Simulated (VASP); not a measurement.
# Ca7Mg20O27 (P1) in VASP: a series of runs

The runs below take Ca7Mg20O27 through single point, with PBEsol.

Everything below comes from runs of VASP 6.6.1. Logs are shortened: lines on timing, memory, paths and dates and some standing lists are left out, and cuts for length are marked.

### Step 1. The cell of the first run

The typed cell holds 54 atoms: a = 9.233 Å, b = 9.233 Å, c = 9.233 Å, α = 60.00°, β = 60.00°, γ = 60.00°.

### Step 2. Single point, PBEsol

File INCAR:

```
  PREC = Accurate
  ENCUT = 700
  EDIFF = 1E-6
  ISMEAR = -1
  SIGMA = 0.05
  LREAL = Auto
  LASPH = T
  NELM = 120
  ALGO = Normal
  ISIF = 2
  LWAVE = F
  LCHARG = F
  GGA = PS
  NBANDS = 169
  GGA_COMPAT = F
  ISYM = -1
  KPAR = 1
```

File KPOINTS:

```
explicit points
4
Reciprocal
  0.25000000   0.25000000   0.25000000 2
  0.25000000   0.25000000   0.75000000 2
  0.25000000   0.75000000   0.25000000 2
  0.25000000   0.75000000   0.75000000 2
```

File POSCAR:

```
Ca7Mg20O27
1.0
    0.0000000000      6.5290540000      6.5290540000
    6.5290540000      0.0000000000      6.5290540000
    6.5290540000      6.5290540000      0.0000000000
O Mg Ca
27 20 7
Direct
    0.4854750000      0.1812900000      0.1659570000
    0.1651050000      0.5027070000      0.4944920000
    0.5104010000      0.8269170000      0.1680550000
    0.5130430000      0.1537760000      0.8266250000
    0.8288790000      0.5111530000      0.4963130000
    0.4924570000      0.8541070000      0.8489450000
    0.1882410000      0.4845810000      0.1599720000
    0.4776990000      0.1678180000      0.5249750000
    0.8650770000      0.5034730000      0.1702950000
    0.1657200000      0.4791080000      0.8554370000
    0.5012140000      0.8225610000      0.5165790000
    0.8156560000      0.5087590000      0.8197130000
    0.1739540000      0.1546220000      0.5038080000
    0.4914670000      0.4832520000      0.1720060000
    0.8322040000      0.1649590000      0.4982340000
    0.1557950000      0.8534240000      0.4885420000
    0.5247140000      0.5121730000      0.8043540000
    0.8533370000      0.8453030000      0.4904210000
    0.1448640000      0.1803500000      0.1925150000
    0.8590480000      0.1477040000      0.1565090000
    0.1600350000      0.8341050000      0.1871840000
    0.1590480000      0.1533250000      0.8417880000
    0.5212770000      0.5150070000      0.4910660000
    0.8199390000      0.8530950000      0.1518280000
    0.8339150000      0.1549430000      0.8299970000
    0.1651750000      0.8308850000      0.8265380000
    0.8488430000      0.8145790000      0.8317430000
    0.0100210000      0.0226220000      0.9692120000
    0.9804700000      0.6834220000      0.9893560000
    0.0053610000      0.9704010000      0.6701430000
    0.3127410000      0.3351760000      0.3433650000
    0.6587400000      0.6695670000      0.9993890000
    0.9872760000      0.6850560000      0.6707130000
    0.6581090000      0.6678020000      0.6898800000
    0.0225260000      0.9985240000      0.3168860000
    0.3178250000      0.3637110000      0.9951860000
    0.6667270000      0.9898960000      0.3215660000
    0.3620080000      0.3304070000      0.6507690000
    0.6619410000      0.6599700000      0.3503420000
    0.0021670000      0.3339140000      0.9963610000
    0.3437680000      0.9846110000      0.3517100000
    0.0045140000      0.3301940000      0.6618520000
    0.3198300000      0.6740490000      0.3466660000
    0.6603080000      0.3252690000      0.6656020000
    0.3472140000      0.6437220000      0.0008220000
    0.3546190000      0.0022630000      0.6509700000
    0.6723550000      0.3264490000      0.3386300000
    0.6630550000      0.9771480000      0.0259530000
    0.6650660000      0.9980340000      0.6647860000
    0.9982700000      0.6781820000      0.3417730000
    0.6718040000      0.3214560000      0.9938690000
    0.3182060000      0.0079940000      0.0012020000
    0.9855850000      0.3245440000      0.3492250000
    0.3247770000      0.6648120000      0.6783850000
```

Potentials or basis: VASP PAW PBE potentials, release 64 (O, Mg, Ca_sv).

Run with:

```sh
> cat potpaw_PBE.64/O/POTCAR potpaw_PBE.64/Mg/POTCAR potpaw_PBE.64/Ca_sv/POTCAR > POTCAR
> mpirun -np 4 vasp_std > vasp.out
```

OUTCAR:

```text
PREC = Accurate
   ENCUT = 700
   EDIFF = 1E-6
   ISMEAR = -1
   LREAL = Auto
   LASPH = T
   NELM = 120
   ISIF = 2
   GGA = PS
   ISYM = -1

 ion  position               nearest neighbor table
   1  0.485  0.181  0.166-  51 2.14  31 2.17  37 2.21  36 2.21  41 2.23  48 2.27
   2  0.165  0.503  0.494-  31 2.08  50 2.09  43 2.13  42 2.18  38 2.31  33 2.34
   3  0.510  0.827  0.168-  48 1.98  32 2.13  39 2.18  41 2.23  43 2.25  52 2.35
   4  0.513  0.154  0.827-  49 2.07  44 2.08  38 2.14  52 2.24  48 2.29  36 2.48
   5  0.829  0.511  0.496-  39 2.05  53 2.19  50 2.20  42 2.23  34 2.29  44 2.32
   6  0.492  0.854  0.849-  52 2.01  32 2.08  49 2.08  46 2.22  34 2.26  45 2.35
[... 58 lines left out ...]
                            34 2.96  37 2.97  31 2.97  38 3.06  28 3.07  52 3.10  42 3.13  54 3.14
  47  0.672  0.326  0.339-  15 2.09  23 2.24  14 2.28   8 2.31  20 2.36   9 2.42  38 2.87  53 2.93
                            44 2.96  49 3.02  39 3.09  40 3.10  35 3.14  32 3.15  51 3.21  37 3.22
  48  0.663  0.977  0.026-  24 1.86   3 1.98   1 2.27  25 2.29   4 2.29  27 2.34  37 2.81  29 2.83
                            39 2.96  41 2.98  32 2.99  51 3.08  52 3.17  28 3.19  30 3.23  44 3.27
  49  0.665  0.998  0.665-   4 2.07   6 2.08   8 2.15  18 2.15  15 2.18  27 2.29  46 2.91  33 2.93
                            38 2.94  34 2.97  44 3.00  47 3.02  30 3.05  32 3.06  52 3.16  37 3.20
  50  0.998  0.678  0.342-  18 2.07  21 2.07   2 2.09   5 2.20  24 2.41   7 2.45  35 2.96  43 2.97
                            37 2.99  33 3.02  31 3.04  42 3.09  39 3.15  34 3.18  45 3.20  29 3.31
  51  0.672  0.321  0.994-   1 2.14  25 2.16  12 2.17  17 2.22  14 2.22  20 2.29  28 2.95  45 2.99
                            34 3.02  37 3.04  44 3.07  42 3.07  48 3.08  36 3.09  40 3.12  32 3.18
  52  0.318  0.008  0.001-   6 2.01  22 2.08  21 2.18   4 2.24   3 2.35  19 2.38  35 2.83  28 2.94
                            40 2.96  46 3.10  38 3.12  32 3.13  43 3.14  49 3.16  48 3.17  45 3.24
  53  0.986  0.325  0.349-  19 1.97   9 1.99  15 2.04   5 2.19  13 2.24   7 2.38  47 2.93  44 2.96
                            42 3.01  35 3.01  31 3.04  39 3.04  30 3.12  40 3.14  36 3.18  41 3.23
  54  0.325  0.665  0.678-  26 2.05  17 2.16  11 2.18  23 2.22  10 2.25  16 2.35  36 2.85  30 2.89
                            41 2.99  45 2.99  29 3.03  43 3.04  38 3.06  33 3.06  39 3.07  44 3.12

IMPORTANT INFORMATION: All symmetrisations will be switched off!
NOSYMM: (Re-)initialisation of all symmetry stuff for point group C_1.

----------------------------------------------------------------------------------------

                                     Primitive cell

  volume of cell :     556.6482

  direct lattice vectors                    reciprocal lattice vectors
     0.000000000  6.529054000  6.529054000    -0.076580773  0.076580773  0.076580773
     6.529054000  0.000000000  6.529054000     0.076580773 -0.076580773  0.076580773
     6.529054000  6.529054000  0.000000000     0.076580773  0.076580773 -0.076580773

  length of vectors
     9.233476716  9.233476716  9.233476716     0.132641789  0.132641789  0.132641789

  position of ions in fractional coordinates (direct lattice)
     0.485475000  0.181290000  0.165957000
     0.165105000  0.502707000  0.494492000
     0.510401000  0.826917000  0.168055000
     0.513043000  0.153776000  0.826625000
     0.828879000  0.511153000  0.496313000
     0.492457000  0.854107000  0.848945000
[... 46 lines left out ...]
     0.985585000  0.324544000  0.349225000
     0.324777000  0.664812000  0.678385000

  ion indices of the primitive-cell ions
   primitive index   ion index
                 1           1
                 2           2
                 3           3
                 4           4
                 5           5
                 6           6
[... 46 lines left out ...]
                53          53
                54          54

----------------------------------------------------------------------------------------

 KPOINTS: explicit points

[... 40 lines left out ...]
 non-spin polarized calculation
  energy-cutoff  :      700.00
  volume of cell :      556.65
 maximum number of plane-waves:     23420
 NGX is ok and might be reduce to    80
   NGX = 39   NGY = 39   NGZ = 39

 number of electron     271.9999996 magnetization

 Free energy of the ion-electron system (eV)
  ---------------------------------------------------
  ext. energy  EPLUGINS =         0.00000000
  ---------------------------------------------------
  free energy    TOTEN  =      -327.60610227 eV

  energy without entropy =     -327.60610227  energy(sigma->0) =     -327.60610227

 E-fermi :   4.6357     XC(G=0): -11.2023

 val. band max:        3.4115300234   @ k =   0.2500   0.2500   0.2500
 cond. band min:       7.1985814471   @ k =   0.2500   0.2500   0.2500
 fundamental gap:      3.7870514237
 Fermi energy:         4.6356978981

 k-point     1 :       0.2500    0.2500    0.2500
  band No.  band energies     occupation
      1     -33.6049      2.00000
      2     -33.0123      2.00000
      3     -32.9452      2.00000
      4     -32.8517      2.00000
      5     -32.6295      2.00000
      6     -32.5837      2.00000
[... 140 lines left out ...]
    147       9.8225      0.00000
    148       9.9356      0.00000

 k-point     2 :       0.2500    0.2500    0.7500
  band No.  band energies     occupation
      1     -33.6049      2.00000
      2     -33.0123      2.00000
      3     -32.9452      2.00000
      4     -32.8518      2.00000
      5     -32.6295      2.00000
      6     -32.5837      2.00000
[... 140 lines left out ...]
    147       9.9771      0.00000
    148      10.0220      0.00000

 k-point     3 :       0.2500    0.7500    0.2500
  band No.  band energies     occupation
      1     -33.6049      2.00000
      2     -33.0123      2.00000
      3     -32.9452      2.00000
      4     -32.8517      2.00000
      5     -32.6295      2.00000
      6     -32.5837      2.00000
[... 140 lines left out ...]
    147       9.9072      0.00000
    148      10.0039      0.00000

 k-point     4 :       0.2500    0.7500    0.7500
  band No.  band energies     occupation
      1     -33.6049      2.00000
      2     -33.0123      2.00000
      3     -32.9452      2.00000
      4     -32.8518      2.00000
      5     -32.6295      2.00000
      6     -32.5837      2.00000
[... 140 lines left out ...]
    147       9.9525      0.00000
    148      10.0563      0.00000
 [bands above 148 left out]

------------------------ aborting loop because EDIFF is reached ----------------------------------------

  FORCE on cell =-STRESS in cart. coord.  units (eV):
  Direction    XX          YY          ZZ          XY          YZ          ZX
  --------------------------------------------------------------------------------------
  -------------------------------------------------------------------------------------
  Total       38.8803478     38.2079084     41.6889358     -1.4830473      1.6715980     -1.6598063
  in kB      111.9076938    109.9722394    119.9915364     -4.2685936      4.8112914     -4.7773518
  external PRESSURE =     113.9571565 kB  Pullay stress =       0.0000000 kB

 VOLUME and BASIS-vectors are now :
 -----------------------------------------------------------------------------
  energy-cutoff  :      700.00
  volume of cell :      556.65
      direct lattice vectors                 reciprocal lattice vectors
     0.000000000  6.529054000  6.529054000    -0.076580773  0.076580773  0.076580773
     6.529054000  0.000000000  6.529054000     0.076580773 -0.076580773  0.076580773
     6.529054000  6.529054000  0.000000000     0.076580773  0.076580773 -0.076580773

 POSITION                                       TOTAL-FORCE (eV/Angst)
 -----------------------------------------------------------------------------------
      2.26719      4.25323      4.35334         0.139685      1.356336     -2.052508
      6.51077      4.30654      4.36018         0.546651      3.015400      0.088147
      6.49623      4.42968      8.73142         0.377744      0.893073     -4.185542
      6.40109      8.74676      4.35370         2.917488     -1.887490      1.686758
      6.57780      8.65225      8.74914         1.424876      0.673978     -1.112754
     11.11932      8.75809      8.79179        -4.566126      0.154562     -2.892524
[... 46 lines left out ...]
      4.39907      8.71505      8.55390         1.810774      2.332327      2.197583
      8.76981      6.54970      6.46108        -1.269810     -0.353902      0.053820
 -----------------------------------------------------------------------------------
    total drift:                               -0.004196      0.000684      0.006461

  FREE ENERGIE OF THE ION-ELECTRON SYSTEM (eV)
  ---------------------------------------------------
  free  energy   TOTEN  =      -327.6061022667 eV

  energy  without entropy=     -327.6061022666  energy(sigma->0) =     -327.60610227
```

Run time: 7.1 min. Hardware: 4 MPI ranks of Intel Xeon Platinum 8259CL at 2.50GHz (Skylake/Cascade Lake), shared host; peak memory 0.45 GiB.

Results:

| Quantity | Value |
| --- | --- |
| Free energy | -327.6061 eV |
| Pressure | 11.4 GPa |
| Largest force | 6.822 eV/Å |
| Band gap on the k mesh | 3.79 eV |

Forces in eV/Å, atoms in the order of the input:
```
O    0.140  1.356 -2.053
O    0.547  3.015  0.088
O    0.378  0.893 -4.186
O    2.917 -1.887  1.687
O    1.425  0.674 -1.113
O   -4.566  0.155 -2.893
O    1.321 -0.647  1.561
O   -1.493 -1.676  1.781
O   -0.198 -5.217 -1.368
O   -0.774 -1.796  0.416
O    0.148 -0.705  2.494
O    0.769  2.427  2.191
O    0.437  1.593  0.193
O    1.661  0.870  1.528
O    0.434 -0.512 -1.573
O   -0.879  1.418 -0.561
O    1.071  0.089 -2.444
O    0.856 -0.436 -1.198
O   -4.865 -0.173  0.437
O    1.420 -0.191  0.005
O   -1.645  0.187  1.392
O    0.238 -2.293  2.335
O   -1.768 -0.883 -3.317
O    0.013  6.056  0.205
O   -1.403 -0.143  1.550
O    2.275  0.560 -0.181
O    0.027 -0.218 -0.283
Mg  -0.434  0.282 -2.946
Mg   0.209  2.828 -0.063
Mg   2.082 -0.844  1.747
Mg  -0.933  0.182  0.613
Mg   0.203  0.692 -0.390
Mg  -2.262 -0.134 -0.796
Mg  -1.649 -1.422  0.932
Mg   1.612 -0.938 -0.642
Mg  -1.282  1.888 -1.751
Mg   0.817  0.674  1.072
Mg   1.547 -0.540 -1.154
Mg  -0.757  0.440  1.617
Mg   0.446  0.603 -0.140
Mg   0.721 -1.901  0.415
Mg   0.010 -0.365 -0.265
Mg  -1.136 -0.292  0.391
Mg   0.208  1.353  1.026
Mg   1.387 -0.225 -0.262
Mg   1.029 -0.729 -1.943
Mg  -0.512 -0.586  0.213
Ca  -0.113 -6.246  2.740
Ca  -0.743  0.698  1.320
Ca  -2.336 -1.974 -1.292
Ca   0.433  0.538 -0.025
Ca   2.424  1.524  0.635
Ca   1.811  2.332  2.198
Ca  -1.270 -0.354  0.054
```

Stress tensor (GPa, compression positive):
```
11.19 -0.43 -0.48
-0.43 11.00  0.48
-0.48  0.48 12.00
```

Caveat: the cell stands under pressure; the PAW data sets were made with another functional, which shifts forces and pressure a little; a shifted mesh leaves out Γ, where band edges can lie.

(Part 1 of 2 ends here.)
